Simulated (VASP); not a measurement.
# SmBeB4 (P4/mmm) in VASP: single point with PBE

Aim: the single point of SmBeB4 with PBE.

Program: VASP 6.6.1. These are calculated values, not measurements. Logs are shortened: lines on timing, memory, paths and dates and some standing lists are left out, and cuts for length are marked.

**1. The cell of the first run**

The structure is tetragonal, space group P4/mmm (No. 123). The conventional cell has a = 3.447 Å, b = 3.447 Å, c = 5.981 Å, α = 90.00°, β = 90.00°, γ = 90.00°. Sm (site symmetry 4/mmm) has 8 B at 2.74 Å and 4 Sm at 3.45 Å within 3.6 Å. Within 2.6 Å of Be (site symmetry 4/mmm) lie 8 B at 1.93 Å. Within 2.3 Å of B (site symmetry 2mm) lie 1 B at 1.72 Å and 2 Be at 1.93 Å.

The cell was generated, and may not be a known phase.

**2. Single point, PBE**

Contents of INCAR:

```
  PREC = Accurate
  ENCUT = 690
  EDIFF = 1E-6
  ISMEAR = 0
  SIGMA = 0.1
  LREAL = F
  LASPH = T
  NELM = 300
  ALGO = All
  ISIF = 2
  LWAVE = F
  LCHARG = F
  GGA = PE
  NBANDS = 24
  GGA_COMPAT = F
  LMAXMIX = 6
  ISEARCH = 1
  KPAR = 4
```

Contents of KPOINTS:

```
regular mesh
0
Gamma
  6 6 4
```

Contents of POSCAR:

```
SmBeB4
1.0
    3.4471299694      0.0000000000      0.0000000000
    0.0000000000      3.4471299694      0.0000000000
    0.0000000000      0.0000000000      5.9808308567
Sm Be B
1 1 4
Direct
    0.0000000000      0.0000000000      0.0000000000
    0.5000000000      0.5000000000      0.5000000000
    0.5000000000      0.0000000000      0.6438118195
    0.0000000000      0.5000000000      0.3561881805
    0.5000000000      0.0000000000      0.3561881805
    0.0000000000      0.5000000000      0.6438118195
```

Potentials or basis: VASP PAW PBE potentials, release 64 (Sm, Be, B).

Run with:

```bash
$ cat potpaw_PBE.64/Sm/POTCAR potpaw_PBE.64/Be/POTCAR potpaw_PBE.64/B/POTCAR > POTCAR
$ mpirun -np 4 vasp_std > vasp.out
```

OUTCAR:

```text
PREC = Accurate
   ENCUT = 690
   EDIFF = 1E-6
   ISMEAR = 0
   LREAL = F
   LASPH = T
   NELM = 300
   ISIF = 2
   GGA = PE

 ion  position               nearest neighbor table
   1  0.000  0.000  0.000-   3 2.74   4 2.74   5 2.74   6 2.74   4 2.74   6 2.74   3 2.74   5 2.74

   2  0.500  0.500  0.500-   3 1.93   4 1.93   5 1.93   6 1.93   3 1.93   5 1.93   4 1.93   6 1.93

   3  0.500  0.000  0.644-   5 1.72   2 1.93   2 1.93   1 2.74   1 2.74
   4  0.000  0.500  0.356-   6 1.72   2 1.93   2 1.93   1 2.74   1 2.74
   5  0.500  0.000  0.356-   3 1.72   2 1.93   2 1.93   1 2.74   1 2.74
   6  0.000  0.500  0.644-   4 1.72   2 1.93   2 1.93   1 2.74   1 2.74

  LATTYP: Found a simple tetragonal cell.
 ALAT       =     3.4471299694
 C/A-ratio  =     1.7350175102

  Lattice vectors:

 A1 = (   3.4471299694,   0.0000000000,   0.0000000000)
 A2 = (   0.0000000000,   3.4471299694,   0.0000000000)
 A3 = (   0.0000000000,   0.0000000000,   5.9808308567)

Analysis of symmetry for initial positions (statically):
=====================================================================
 Subroutine PRICEL returns:
 Original cell was already a primitive cell.

 Routine SETGRP: Setting up the symmetry group for a
 simple tetragonal supercell.

 Subroutine GETGRP returns: Found 16 space group operations
 (whereof 16 operations were pure point group operations)
 out of a pool of 16 trial point group operations.

The static configuration has the point symmetry D_4h.

Analysis of symmetry for dynamics (positions and initial velocities):
=====================================================================
 Subroutine PRICEL returns:
 Original cell was already a primitive cell.

 Routine SETGRP: Setting up the symmetry group for a
 simple tetragonal supercell.

 Subroutine GETGRP returns: Found 16 space group operations
 (whereof 16 operations were pure point group operations)
 out of a pool of 16 trial point group operations.

The dynamic configuration has the point symmetry D_4h.

 Subroutine INISYM returns: Found 16 space group operations
 (whereof 16 operations are pure point group operations),
 and found     1 'primitive' translations

----------------------------------------------------------------------------------------

                                     Primitive cell

  volume of cell :      71.0684

  direct lattice vectors                    reciprocal lattice vectors
     3.447129969  0.000000000  0.000000000     0.290096402  0.000000000  0.000000000
     0.000000000  3.447129969  0.000000000     0.000000000  0.290096402  0.000000000
     0.000000000  0.000000000  5.980830857     0.000000000  0.000000000  0.167200850

  length of vectors
     3.447129969  3.447129969  5.980830857     0.290096402  0.290096402  0.167200850

  position of ions in fractional coordinates (direct lattice)
     0.000000000  0.000000000  0.000000000
     0.500000000  0.500000000  0.500000000
     0.500000000  0.000000000  0.643811820
     0.000000000  0.500000000  0.356188180
     0.500000000  0.000000000  0.356188180
     0.000000000  0.500000000  0.643811820

  ion indices of the primitive-cell ions
   primitive index   ion index
                 1           1
                 2           2
                 3           3
                 4           4
                 5           5
                 6           6

----------------------------------------------------------------------------------------

 KPOINTS: regular mesh

Automatic generation of k-mesh.
 Grid dimensions read from file:
 generate k-points for:    6    6    4

 Generating k-lattice:

  Cartesian coordinates                     Fractional coordinates (reciprocal lattice)
     0.048349400  0.000000000  0.000000000     0.166666667  0.000000000  0.000000000
     0.000000000  0.048349400  0.000000000     0.000000000  0.166666667  0.000000000
     0.000000000  0.000000000  0.041800212     0.000000000  0.000000000  0.250000000

  Length of vectors
     0.048349400  0.048349400  0.041800212

  Shift w.r.t. Gamma in fractional coordinates (k-lattice)
     0.000000000  0.000000000  0.000000000

 Subroutine IBZKPT returns following result:
 ===========================================

 Found     30 irreducible k-points:

 Following reciprocal coordinates:
            Coordinates               Weight
  0.000000  0.000000  0.000000      1.000000
  0.166667  0.000000  0.000000      4.000000
  0.333333  0.000000  0.000000      4.000000
  0.500000  0.000000  0.000000      2.000000
  0.166667  0.166667  0.000000      4.000000
  0.333333  0.166667  0.000000      8.000000
[... 16 lines left out ...]
  0.333333  0.000000  0.500000      4.000000
  0.500000  0.000000  0.500000      2.000000
 [... further k-points ...]
   k-points           NKPTS =     30   k-points in BZ     NKDIM =     30   number of bands    NBANDS=     24
   number of dos      NEDOS =    301   number of ions     NIONS =      6
   total plane-waves  NPLWV =  48600
   dimension x,y,z NGX =    30 NGY =   30 NGZ =   54
   dimension x,y,z NGXF=    60 NGYF=   60 NGZF=  108
   ions per type =               1   1   4
   NGX,Y,Z   is equivalent  to a cutoff of  14.47, 14.47, 15.01 a.u.
   NGXF,Y,Z  is equivalent  to a cutoff of  28.94, 28.94, 30.02 a.u.
 SYSTEM =  unknown system
   PREC   = accura    normal or accurate (medium, high low for compatibility)
   ISTART =      0    job   : 0-new  1-cont  2-samecut
   ICHARG =      2    charge: 1-file 2-atom 10-const
   ISPIN  =      1    spin polarized calculation?
   LNONCOLLINEAR =      F non collinear calculations
   LSORBIT =      F    spin-orbit coupling
   LASPH  =      T    aspherical Exc in radial PAW
   ENCUT  =  690.0 eV  50.71 Ry    7.12 a.u.   7.38  7.38 12.81*2*pi/ulx,y,z
   NELM   =    300;   NELMIN=  2; NELMDL= -5     # of ELM steps
   EDIFF  = 0.1E-05   stopping-criterion for ELM
   LREAL  =      F    real-space projection
   EDIFFG = 0.1E-04   stopping-criterion for IOM
   NSW    =      0    number of steps for IOM
   IBRION =     -1    ionic relax: 0-MD 1-quasi-New 2-CG
   NFREE  =      0    steps in history (QN), initial steepest desc. (CG)
   ISIF   =      2    stress and relaxation
   ISYM   =      2    0-nonsym 1-usesym 2-fastsym
   POTIM  = 0.5000    time-step for ionic-motion
   TEBEG  =    0.0;   TEEND  =   0.0 temperature during run
   PSTRESS=    0.0 pullay stress
   NELECT =      30.0000    total number of electrons
   NUPDOWN=      -1.0000    fix difference up-down
   EMIN   =  10.00;   EMAX   =-10.00  energy-range for DOS
   EFERMI =   0.00;   METHOD = LEGACY
   ISMEAR =     0;   SIGMA  =   0.10  broadening in eV -4-tet -1-fermi 0-gaus
   EFERMI_NEDOS =   21; number of points for ismear=-14 and -15
   IALGO  =     58    algorithm
   IMIX   =      4    mixing-type and parameters
     AMIX     =   0.40;   BMIX     =  1.00
     AMIX_MAG =   1.60;   BMIX_MAG =  1.00
  volume/ion in A,a.u.               =      11.84        79.93
  Fermi-wavevector in a.u.,A,eV,Ry     =   1.228070  2.320715 20.519693  1.508155
  Thomas-Fermi vector in A             =   2.363009
   LORBIT       =      0    0 simple, 1 ext, 2 COOP (PROOUT), +10 PAW based schemes
   GGA     = PE    functional components
   LHFCALC =     F    Hartree Fock is set to
   AEXX    =    0.0000 exact exchange contribution
   IVDW    =     0    specifies the selected vdW correction
   LEPSILON=     F    determine dielectric tensor
   LRPA    =     F    only Hartree local field effects (RPA)
 non-spin polarized calculation
 Gauss-broadening in eV      SIGMA  =   0.10
  energy-cutoff  :      690.00
  volume of cell :       71.07
 maximum number of plane-waves:      2961
 NGX is ok and might be reduce to    30
   NGX = 15   NGY = 15   NGZ = 25

 number of electron      30.0000002 magnetization

 Free energy of the ion-electron system (eV)
  ---------------------------------------------------
  ext. energy  EPLUGINS =         0.00000000
  ---------------------------------------------------
  free energy    TOTEN  =       -31.03222069 eV

  energy without entropy =      -30.88026802  energy(sigma->0) =      -30.95624436

 E-fermi :   4.3197     XC(G=0): -10.8147

 val. band max:        4.3173309448   @ k =   0.5000   0.5000   0.0000
 cond. band min:       4.3299179894   @ k =   0.3333   0.1667   0.0000
 fundamental gap:      0.0125870446
 Fermi energy:         4.3197398830

 k-point     1 :       0.0000    0.0000    0.0000
  band No.  band energies     occupation
      1     -34.8420      2.00000
      2     -14.6812      2.00000
      3     -14.1548      2.00000
      4     -14.1548      2.00000
      5      -8.1769      2.00000
      6      -2.3505      2.00000
[... 16 lines left out ...]
     23       8.9400      0.00000
     24       8.9407      0.00000

 k-point     2 :       0.1667    0.0000    0.0000
  band No.  band energies     occupation
      1     -34.8260      2.00000
      2     -14.6425      2.00000
      3     -14.3856      2.00000
      4     -14.1357      2.00000
      5      -7.9068      2.00000
      6      -2.2284      2.00000
[... 16 lines left out ...]
     23       7.8040      0.00000
     24       8.6614      0.00000

 k-point     3 :       0.3333    0.0000    0.0000
  band No.  band energies     occupation
      1     -34.7938      2.00000
      2     -14.8148      2.00000
      3     -14.5633      2.00000
      4     -14.0973      2.00000
      5      -7.1173      2.00000
      6      -4.1230      2.00000
[... 16 lines left out ...]
     23       6.9172      0.00000
     24       8.9515      0.00000

 k-point     4 :       0.5000    0.0000    0.0000
  band No.  band energies     occupation
      1     -34.7776      2.00000
      2     -15.0157      2.00000
      3     -14.5228      2.00000
      4     -14.0779      2.00000
      5      -5.8660      2.00000
      6      -5.8169      2.00000
[... 16 lines left out ...]
     23       6.7347      0.00000
     24       7.9972      0.00000

 k-point     5 :       0.1667    0.1667    0.0000
  band No.  band energies     occupation
      1     -34.8102      2.00000
      2     -14.6049      2.00000
      3     -14.3751      2.00000
      4     -14.3513      2.00000
      5      -7.6409      2.00000
      6      -2.4264      2.00000
[... 16 lines left out ...]
     23       7.6178      0.00000
     24       8.9480      0.00000

 k-point     6 :       0.3333    0.1667    0.0000
  band No.  band energies     occupation
      1     -34.7782      2.00000
      2     -14.7873      2.00000
      3     -14.5281      2.00000
      4     -14.3178      2.00000
      5      -6.8636      2.00000
      6      -3.9852      2.00000
[... 16 lines left out ...]
     23       6.9990      0.00000
     24       8.2434      0.00000
[... 379 lines left out ...]
 k-point    21 :       0.0000    0.0000    0.5000
  band No.  band energies     occupation
      1     -34.8420      2.00000
      2     -14.7061      2.00000
      3     -14.1540      2.00000
      4     -14.1540      2.00000
      5      -7.8769      2.00000
      6      -3.5883      2.00000
[... 16 lines left out ...]
     23       7.7821      0.00000
     24       7.8091      0.00000

 k-point    22 :       0.1667    0.0000    0.5000
  band No.  band energies     occupation
      1     -34.8260      2.00000
      2     -14.6648      2.00000
      3     -14.3842      2.00000
      4     -14.1350      2.00000
      5      -7.6473      2.00000
      6      -3.2436      2.00000
[... 16 lines left out ...]
     23       7.0578      0.00000
     24       8.2436      0.00000

 k-point    23 :       0.3333    0.0000    0.5000
  band No.  band energies     occupation
      1     -34.7938      2.00000
      2     -14.8126      2.00000
      3     -14.5802      2.00000
      4     -14.0968      2.00000
      5      -6.9571      2.00000
      6      -4.1387      2.00000
[... 16 lines left out ...]
     23       6.9486      0.00000
     24       7.5518      0.00000

 k-point    24 :       0.5000    0.0000    0.5000
  band No.  band energies     occupation
      1     -34.7775      2.00000
      2     -15.0133      2.00000
      3     -14.5370      2.00000
      4     -14.0775      2.00000
      5      -5.9489      2.00000
      6      -5.6118      2.00000
[... 16 lines left out ...]
     23       7.0737      0.00000
     24       7.9341      0.00000

 [... further k-points ...]
[... 5 lines left out ...]
  --------------------------------------------------------------------------------------
  -------------------------------------------------------------------------------------
  Total       -2.1980770     -2.1980770     -1.8175955      0.0000000      0.0000000      0.0000000
  in kB      -49.5537639    -49.5537639    -40.9761339      0.0000000      0.0000000      0.0000000
  external PRESSURE =     -46.6945539 kB  Pullay stress =       0.0000000 kB

 VOLUME and BASIS-vectors are now :
 -----------------------------------------------------------------------------
  energy-cutoff  :      690.00
  volume of cell :       71.07
      direct lattice vectors                 reciprocal lattice vectors
     3.447129969  0.000000000  0.000000000     0.290096402  0.000000000  0.000000000
     0.000000000  3.447129969  0.000000000     0.000000000  0.290096402  0.000000000
     0.000000000  0.000000000  5.980830857     0.000000000  0.000000000  0.167200850

 POSITION                                       TOTAL-FORCE (eV/Angst)
 -----------------------------------------------------------------------------------
      0.00000      0.00000      0.00000         0.000000     -0.000000     -0.000000
      1.72356      1.72356      2.99042         0.000000     -0.000000     -0.000000
      1.72356      0.00000      3.85053        -0.000000     -0.000000      0.239712
      0.00000      1.72356      2.13030        -0.000000      0.000000     -0.239712
      1.72356      0.00000      2.13030         0.000000     -0.000000     -0.239712
      0.00000      1.72356      3.85053         0.000000      0.000000      0.239712
 -----------------------------------------------------------------------------------
    total drift:                                0.000000     -0.000000     -0.000000

  FREE ENERGIE OF THE ION-ELECTRON SYSTEM (eV)
  ---------------------------------------------------
  free  energy   TOTEN  =       -31.0322206911 eV

  energy  without entropy=      -30.8802767036  energy(sigma->0) =      -30.95624870
```

It took 3.9 min on 4 MPI ranks of Intel Xeon 6975P-C (Granite Rapids), shared host; peak memory 0.32 GiB.

Results:

| Quantity | Value |
| --- | --- |
| Free energy | -31.0322 eV |
| Pressure | -4.7 GPa |
| Largest force | 0.240 eV/Å |
| Band gap on the k mesh | zero (bands 15 and 16 overlap by 0.12 eV) |

Forces on the atoms (eV/Å):
```
Sm   0.000  0.000  0.000
Be   0.000  0.000  0.000
B    0.000  0.000  0.240
B    0.000  0.000 -0.240
B    0.000  0.000 -0.240
B    0.000  0.000  0.240
```

Caveat: the cell stands under tension; spin-orbit coupling is left out, which moves the levels of the heavy elements; semilocal functionals describe open f shells poorly, which spoils levels, moments and volumes.
